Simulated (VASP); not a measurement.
# Pb7S8 (a cell with a defect) in VASP: single point with LDA

Aim: the single point of Pb7S8 (a cell with a defect) with LDA.

All numbers are computed with VASP 6.6.1; they aren't measurements. Logs are shortened: lines on timing, memory, paths and dates and some standing lists are left out, and cuts for length are marked.

### 1 The cell of the first run

The cell holds a defect, 15 atoms: a = 8.418 Å, b = 8.418 Å, c = 8.418 Å, α = 60.00°, β = 60.00°, γ = 60.00°.

### 2 Single point, LDA

The input, INCAR:

```
SYSTEM = Pb7S8
ALGO     = Normal         ! electronic algorithm
EDIFF    = 1E-6           ! SCF threshold, eV
ENCUT    = 520            ! plane-wave cutoff, eV
GGA      = CA             ! functional
ISIF     = 2              ! what is computed and relaxed
ISMEAR   = -1             ! smearing method
LASPH    = .TRUE.         ! aspherical terms in the spheres
LCHARG   = .FALSE.        ! write CHGCAR
LREAL    = Auto         
LWAVE    = .FALSE.        ! write WAVECAR
NBANDS   = 86             ! bands
NELM     = 100            ! most SCF steps
PREC     = Accurate       ! precision mode
SIGMA    = 0.1            ! smearing width, eV
```

The input, KPOINTS:

```
k-points
0
G
  2 2 2
  0 0 0
```

The input, POSCAR:

```
Pb7S8
1.0
    0.0000000000      5.9524036400      5.9524036400
    5.9524036400      0.0000000000      5.9524036400
    5.9524036400      5.9524036400      0.0000000000
Pb S
7 8
Direct
   -0.0115080401      0.0021158679      0.0020320363
   -0.0017639933      0.0094706279      0.4984961000
   -0.0098410665      0.5098106888      0.0003536387
    0.5016685159     -0.0022022196      0.0008597367
    0.4918861652      0.0082395286      0.5003078051
    0.4980707256      0.5105970938     -0.0011855715
    0.4898831928      0.5016696919      0.5022802015
    0.2651939612      0.2271548742      0.2452317733
    0.2718831077      0.2345166901      0.7571267462
    0.2720069232      0.7547120914      0.2381827722
    0.2531764630      0.7458732251      0.7512320687
    0.7531555773      0.2459046947      0.2512193545
    0.7445555221      0.2274613890      0.7651077238
    0.7443862628      0.7619962916      0.2301815507
    0.7376728403      0.7548003751      0.7720016615
```

Potentials or basis: VASP PAW LDA potentials, release 64 (Pb_d, S).

The run is started by

```bash
> cat potpaw_LDA.64/Pb_d/POTCAR potpaw_LDA.64/S/POTCAR > POTCAR
> mpirun -np 1 vasp_std > vasp.out
```

OUTCAR:

```text
SYSTEM = Pb7S8
   EDIFF = 1E-6
   ENCUT = 520
   GGA = CA
   ISIF = 2
   ISMEAR = -1
   LASPH = .TRUE.
   LREAL = Auto
   NELM = 100
   PREC = Accurate

 ion  position               nearest neighbor table
   1  0.988  0.002  0.002-  13 2.87  14 2.88  12 2.94  11 3.02   9 3.08  10 3.10   4 4.12
   2  0.998  0.009  0.498-  13 2.89   8 2.89  12 2.93  11 3.02  10 3.07  15 3.07
   3  0.990  0.510  0.000-  15 2.86  14 2.87  11 2.97  12 2.98   9 3.10   8 3.10   4 4.11
   4  0.502  0.998  0.001-  15 2.81  14 2.81  13 2.81  10 2.81   9 2.82   8 2.82   3 4.11   1 4.12
                             6 4.13
   5  0.492  0.008  0.500-   8 2.88   9 2.88  12 2.97  11 2.98  14 3.08  15 3.08
   6  0.498  0.511  0.999-  10 2.88  15 2.88  11 2.93  12 3.02   8 3.08  13 3.09   4 4.13
   7  0.490  0.502  0.502-  10 2.88   9 2.90  11 2.94  12 3.02  14 3.07  13 3.08
   8  0.265  0.227  0.245-   4 2.82   5 2.88   2 2.89   6 3.08   3 3.10
   9  0.272  0.235  0.757-   4 2.82   5 2.88   7 2.90   1 3.08   3 3.10
  10  0.272  0.755  0.238-   4 2.81   7 2.88   6 2.88   2 3.07   1 3.10
  11  0.253  0.746  0.751-   6 2.93   7 2.94   3 2.97   5 2.98   1 3.02   2 3.02
  12  0.753  0.246  0.251-   2 2.93   1 2.94   5 2.97   3 2.98   7 3.02   6 3.02
  13  0.745  0.227  0.765-   4 2.81   1 2.87   2 2.89   7 3.08   6 3.09
  14  0.744  0.762  0.230-   4 2.81   3 2.87   1 2.88   7 3.07   5 3.08
  15  0.738  0.755  0.772-   4 2.81   3 2.86   6 2.88   2 3.07   5 3.08

  LATTYP: Found a face centered cubic cell.
 ALAT       =    11.9048072800

  Lattice vectors:

 A1 = (   0.0000000000,   5.9524036400,   5.9524036400)
 A2 = (   5.9524036400,   0.0000000000,   5.9524036400)
 A3 = (   5.9524036400,   5.9524036400,   0.0000000000)

Analysis of symmetry for initial positions (statically):
=====================================================================
 Subroutine PRICEL returns:
 Original cell was already a primitive cell.

 Routine SETGRP: Setting up the symmetry group for a
 face centered cubic supercell.

 Subroutine GETGRP returns: Found  1 space group operations
 (whereof  1 operations were pure point group operations)
 out of a pool of 48 trial point group operations.

The static configuration has the point symmetry C_1 .

Analysis of symmetry for dynamics (positions and initial velocities):
=====================================================================
 Subroutine PRICEL returns:
 Original cell was already a primitive cell.

[... 132 lines left out ...]
   EFERMI_NEDOS =   21; number of points for ismear=-14 and -15
   IALGO  =     38    algorithm
   IMIX   =      4    mixing-type and parameters
     AMIX     =   0.40;   BMIX     =  1.00
     AMIX_MAG =   1.60;   BMIX_MAG =  1.00
  volume/ion in A,a.u.               =      28.12       189.76
  Fermi-wavevector in a.u.,A,eV,Ry     =   1.149450  2.172146 17.976497  1.321235
  Thomas-Fermi vector in A             =   2.286120
   LORBIT       =      0    0 simple, 1 ext, 2 COOP (PROOUT), +10 PAW based schemes
   GGA     = CA    functional components
   LHFCALC =     F    Hartree Fock is set to
   AEXX    =    0.0000 exact exchange contribution
   IVDW    =     0    specifies the selected vdW correction
   LEPSILON=     F    determine dielectric tensor
   LRPA    =     F    only Hartree local field effects (RPA)
 non-spin polarized calculation
  energy-cutoff  :      520.00
  volume of cell :      421.80
 maximum number of plane-waves:     11358
 NGX is ok and might be reduce to    64
   NGX = 31   NGY = 31   NGZ = 31

 number of electron     145.9999999 magnetization

 Free energy of the ion-electron system (eV)
  ---------------------------------------------------
  ext. energy  EPLUGINS =         0.00000000
  ---------------------------------------------------
  free energy    TOTEN  =       -73.05544042 eV

  energy without entropy =      -72.89392463  energy(sigma->0) =      -72.97468253

 E-fermi :   4.2057     XC(G=0):  -9.5118

 val. band max:        3.9207539649   @ k =   0.5000   0.5000   0.0000
 cond. band min:       4.2863981456   @ k =   0.5000   0.0000   0.0000
 fundamental gap:      0.3656441807
 Fermi energy:         4.2056514335

 k-point     1 :       0.0000    0.0000    0.0000
  band No.  band energies     occupation
      1     -12.4508      2.00000
      2     -12.4067      2.00000
      3     -12.4056      2.00000
      4     -12.3309      2.00000
      5     -12.3301      2.00000
      6     -12.3292      2.00000
[... 693 lines left out ...]
     84       8.4353      0.00000
     85       8.4518      0.00000
 [bands above 85 left out]

------------------------ aborting loop because EDIFF is reached ----------------------------------------

  FORCE on cell =-STRESS in cart. coord.  units (eV):
  Direction    XX          YY          ZZ          XY          YZ          ZX
  --------------------------------------------------------------------------------------
  -------------------------------------------------------------------------------------
  Total      -11.2001458    -11.0886833    -11.2628134     -0.1246403     -0.0432705     -0.0302742
  in kB      -42.5429051    -42.1195233    -42.7809432     -0.4734368     -0.1643599     -0.1149944
  external PRESSURE =     -42.4811239 kB  Pullay stress =       0.0000000 kB

 VOLUME and BASIS-vectors are now :
 -----------------------------------------------------------------------------
  energy-cutoff  :      520.00
  volume of cell :      421.80
      direct lattice vectors                 reciprocal lattice vectors
     0.000000000  5.952403640  5.952403640    -0.083999680  0.083999680  0.083999680
     5.952403640  0.000000000  5.952403640     0.083999680 -0.083999680  0.083999680
     5.952403640  5.952403640  0.000000000     0.083999680  0.083999680 -0.083999680

 POSITION                                       TOTAL-FORCE (eV/Angst)
 -----------------------------------------------------------------------------------
      0.02469      5.89600      5.89650        -0.011756     -0.000416     -0.000480
      3.02362      8.90915      5.99828         0.002150      0.012666      0.000550
      3.03670      5.89593      8.92842         0.005901      0.000761      0.001791
      5.94441      2.99125      8.92543         0.017048     -0.008716     -0.002384
      3.02708      5.90594      2.97695         0.000961     -0.005344     -0.007679
      8.98463      8.91006      6.00400         0.006551      0.006868     -0.004131
      5.97591      5.90576      5.90212        -0.001015     -0.004079      0.004028
      2.81184      3.03826      2.93066         0.001442     -0.002431      0.002400
      5.90266      6.12508      3.01430        -0.002698     -0.004709     -0.002532
      5.91011      3.03685      6.11145        -0.005597     -0.001369     -0.002515
      8.91138      5.97865      5.94675         0.001359      0.001050      0.001308
      2.95908      5.97844      5.94681        -0.000478     -0.000582      0.003237
      5.90817      8.98613      5.78584        -0.003685      0.001700      0.007177
      5.90584      5.80102      8.96660        -0.003794      0.002942     -0.001999
      9.08814      8.98619      8.88380        -0.006389      0.001661      0.001227
 -----------------------------------------------------------------------------------
    total drift:                                0.005207      0.002392     -0.004381

  FREE ENERGIE OF THE ION-ELECTRON SYSTEM (eV)
  ---------------------------------------------------
  free  energy   TOTEN  =       -73.0554404214 eV

  energy  without entropy=      -72.8939246324  energy(sigma->0) =      -72.97468253
```

stdout:

```text
POSCAR found type information on POSCAR PbS
 POSCAR found :  2 types and      15 ions
 scaLAPACK will be used
 LDA part: xc-table for (Slater(with rela. corr.)+CA(PZ))
 , standard interpolation
 POSCAR, INCAR and KPOINTS ok, starting setup
 FFT: planning ... GRIDC
 FFT: planning ... GRID_SOFT
 FFT: planning ... GRID
 WAVECAR not read
 entering main loop
```

Run time: 16 min. Hardware: 1 thread of Intel Xeon 8259CL, shared host; peak memory 0.52 GiB.

What came out:

| Quantity | Value |
| --- | --- |
| Free energy | -73.0554 eV |
| Pressure | -4.2 GPa |
| Largest force | 0.019 eV/Å |
| Band gap on the k mesh | zero (bands 73 and 74 overlap by 0.16 eV) |

Forces in eV/Å, atoms in the order of the input:
```
Pb  -0.012  0.000  0.000
Pb   0.002  0.013  0.001
Pb   0.006  0.001  0.002
Pb   0.017 -0.009 -0.002
Pb   0.001 -0.005 -0.008
Pb   0.007  0.007 -0.004
Pb  -0.001 -0.004  0.004
S    0.001 -0.002  0.002
S   -0.003 -0.005 -0.003
S   -0.006 -0.001 -0.003
S    0.001  0.001  0.001
S    0.000 -0.001  0.003
S   -0.004  0.002  0.007
S   -0.004  0.003 -0.002
S   -0.006  0.002  0.001
```

Levels at points of the mesh, in eV from the Fermi level:
```
           k point  band 69  band 70  band 71  band 72  band 73  band 74  band 75  band 76  band 77  band 78
(0.00, 0.00, 0.00)    -1.00    -0.99    -0.50     0.14     0.24     0.25     0.70     1.00     1.03     1.03
(0.50, 0.00, 0.00)    -1.38    -1.22    -1.11    -1.10    -0.76     0.08     2.19     2.82     2.94     3.18
(0.00, 0.50, 0.00)    -1.39    -1.22    -1.11    -1.10    -0.75     0.08     2.19     2.82     2.94     3.18
(0.00, 0.00, 0.50)    -1.41    -1.22    -1.12    -1.08    -0.75     0.10     2.19     2.83     2.94     3.19
(0.50, 0.50, 0.50)    -1.41    -1.21    -1.11    -1.09    -0.76     0.09     2.18     2.83     2.92     3.21
(0.50, 0.50, 0.00)    -0.96    -0.58    -0.54    -0.33    -0.28     0.11     1.61     1.73     2.12     2.13
(0.00, 0.50, 0.50)    -0.96    -0.60    -0.52    -0.33    -0.29     0.11     1.62     1.73     2.11     2.13
(0.50, 0.00, 0.50)    -0.96    -0.61    -0.52    -0.33    -0.30     0.11     1.62     1.73     2.11     2.12
```

Caveat: the k points lie up to 0.46 Å⁻¹ apart; spin-orbit coupling is left out, which moves the levels of the heavy elements.

The gap in the log of VASP goes by the Fermi energy; the results here count the filled bands.